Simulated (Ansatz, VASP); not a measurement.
## One calculation of Hf, two programs

File INCAR:

```
PREC = Accurate
ENCUT = 520
EDIFF = 1E-7
ISMEAR = -1
SIGMA = 0.03
LREAL = F
LASPH = T
NELM = 60
ALGO = Normal
ISIF = 2
LWAVE = F
LCHARG = F
NBANDS = 11
```

The input KPOINTS:

```
regular mesh
0
Gamma
  13 13 13
```

POSCAR

```
Hf
1.0
    0.0222000000      2.2311000000      2.2311000000
    2.2311000000      0.0222000000      2.2311000000
    2.2311000000      2.2311000000      0.0222000000
Hf
1
Direct
    0.0000000000      0.0000000000      0.0000000000
```

Input for Ansatz:

```yaml
crystal:
  lattice:
    - [0.0222, 2.2311, 2.2311]
    - [2.2311, 0.0222, 2.2311]
    - [2.2311, 2.2311, 0.0222]
  atoms:
    - { symbol: Hf, position: [0.0, 0.0, 0.0] }
kpoints:
  mp_grid: { grid: [13, 13, 13] }
  band_path:
    path:
      - [0.0, 0.0, 0.0]
      - [0.5, 0.5, 0.5]
      - [0.247543133, 0.5, 0.752456867]
      - [-0.247543133, 0.247543133, 0.5]
      - [0.0, 0.0, 0.5]
      - [0.0, 0.0, 0.0]
      - [-0.3737715665, 0.0, 0.3737715665]
      - [0.0, 0.3737715665, 0.6262284335]
      - [0.0, 0.5, 0.5]
    npoints: 5
scf:
  occupations: { method: fermi_dirac, width: 0.03 }
hamiltonian:
  xc: lda
  pseudopotentials: { kind: all_electron, lapw: { basis_error: 0.001 } }
output:
  forces: true
  stress: true
  eigenvalues: true
```

Change from the starting cell: equal xy, yz and zx shear strains of +1 %.

Alike in both runs: task single point; functional LDA; k mesh 13 × 13 × 13; occupations fermi-dirac, width 0.03 eV; no spin polarisation.

|  | VASP | Ansatz |
| --- | --- | --- |
| version | VASP 6.6.1 | Ansatz 0.2.0 |
| potentials or method | VASP PAW LDA potentials, release 64 (Hf_pv), cutoff 520 eV | all-electron LAPW, scalar-relativistic |

Ansatz gave:

| Item | Value |
| --- | --- |
| pressure (GPa) | -5.5 |
| traceless stress, the component that is largest in VASP (GPa) | -0.60 |

**Question.** What did VASP give for the same quantities?

**Answer.** Pressure (GPa): -5.5; traceless stress, the component that is largest in VASP (GPa): -0.59.

LDA's correlation is that of Perdew and Zunger in VASP and of Perdew and Wang (1992) in Ansatz. Ansatz ran all-electron here, and VASP with PAW potentials.

Neither program's run includes spin-orbit coupling.
